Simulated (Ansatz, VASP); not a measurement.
Fe: VASP beside Ansatz

```
Fe
1.0
     2.41459    0.00000    0.00000
     0.00000    3.94301    0.00000
     0.00000    0.00000   18.27650
Fe
3
Cartesian
  0.8049 0.0000 8.0000
  2.4146 1.9715 9.1382
  1.6097 0.0000 10.2765
```

Alike in both runs: task single point; functional PBEsol; k mesh 14 × 8 × 1; occupations fermi-dirac, width 0.08 eV; collinear spin.

```csv
,VASP,Ansatz
version,VASP 6.6.1,Ansatz 0.2.0
potentials or method,"VASP PAW PBE potentials, release 64 (Fe)","PAW with Ansatz's default frozen-core files, scalar-relativistic"
plane-wave cutoff (eV),520,420
valence electrons in the cell,24,48
```

|  | VASP | Ansatz | Ansatz less VASP |
| --- | --- | --- | --- |
| rms of the force components (eV/Å) | 0.351 | 0.349 | -0.0017 |
| net moment per atom (μB) | 2.77 | 2.77 | -0.002 |
| size of the moment on the site where the two differ most (μB) | 2.80 | 2.78 | -0.026 |

VASP's potentials were made for PBE, not for PBEsol. Site moments also hang on the region over which each program counts them. Atom by atom the forces differ by 0.005 eV/Å (rms over components). VASP's potentials hold 24 valence electrons a cell and Ansatz's 48, so a difference there can come from the potentials and not from the codes.
